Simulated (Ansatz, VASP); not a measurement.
## NiO: VASP beside Ansatz

File INCAR:

```
ALGO     = Normal         # electronic algorithm
EDIFF    = 1E-6           # SCF threshold, eV
ENCUT    = 520            # plane-wave cutoff, eV
GGA      = PE             # functional
ISIF     = 2              # what is computed and relaxed
ISMEAR   = -1             # smearing method
ISPIN    = 2              # spin polarisation
LASPH    = True           # aspherical terms in the spheres
LCHARG   = True           # write CHGCAR
LELF     = True           # ELF
LMAXMIX  = 4              # l up to which the mixer works
LORBIT   = 11             # projections on sites
LREAL    = False          # projectors in reciprocal space
LVHAR    = True         
LWAVE    = False          # write WAVECAR
MAGMOM   = 1 0            # initial moments
NBANDS   = 19             # bands
NELM     = 150            # most SCF steps
PREC     = Accurate       # precision mode
SIGMA    = 0.05           # smearing width, eV
```

Contents of KPOINTS:

```
k-points
0
Gamma
  11 11 11
```

Contents of POSCAR:

```
NiO
1.0
    0.0000000000      2.0343002894      2.0343002894
    2.0343002894      0.0000000000      2.0343002894
    2.0343002894      2.0343002894      0.0000000000
Ni O
1 1
Direct
    0.0000000000      0.0000000000      0.0000000000
    0.7500000000      0.7500000000      0.7500000000
```

File input.yaml:

```yaml
crystal:
  lattice:
    - [0.0, 2.0343002894, 2.0343002894]
    - [2.0343002894, 0.0, 2.0343002894]
    - [2.0343002894, 2.0343002894, 0.0]
  atoms:
    - { symbol: Ni, position: [0.0, 0.0, 0.0], spin: 1.0 }
    - { symbol: O, position: [0.75, 0.75, 0.75] }
kpoints:
  mp_grid: { grid: [11, 11, 11] }
scf:
  occupations: { method: fermi_dirac, width: 0.05 }
hamiltonian:
  xc: pbe
  pseudopotentials: { kind: all_electron, lapw: { basis_error: 0.0005 } }
magnetization:
  spin_polarized: true
output:
  forces: true
  stress: true
  eigenvalues: true
```

Change from the starting cell: volume scaled by 0.96.

Alike in both runs: task single point; functional PBE; k mesh 11 × 11 × 11; occupations fermi-dirac, width 0.05 eV; collinear spin.

|  | VASP | Ansatz |
| --- | --- | --- |
| version | VASP 6.6.1 | Ansatz 0.2.0 |
| potentials or method | VASP PAW PBE potentials, release 64 (Ni, O), cutoff 520 eV | all-electron LAPW, scalar-relativistic |

Ansatz gave:

| Quantity | Value |
| --- | --- |
| gap on the k mesh at the Fermi level (eV) | none |
| pressure (GPa) | 77.4 |
| net moment per atom (μB) | 0.45 |
| size of the moment on the site where the two differ most (μB) | 0.70 |

What did VASP give for the same quantities?

gap on the k mesh at the Fermi level (eV): none; pressure (GPa): 77.7; net moment per atom (μB): 0.42; size of the moment on the site where the two differ most (μB): 0.66.

Site moments also hang on the region over which each program counts them. A gap of «none» marks a metal or a gap that the smearing closes. Both programs put the cell under a high pressure, so it lies far from rest at this level. Ansatz ran all-electron here, and VASP with PAW potentials.

Noted on VASP's run: the cell as given lies far from equilibrium.
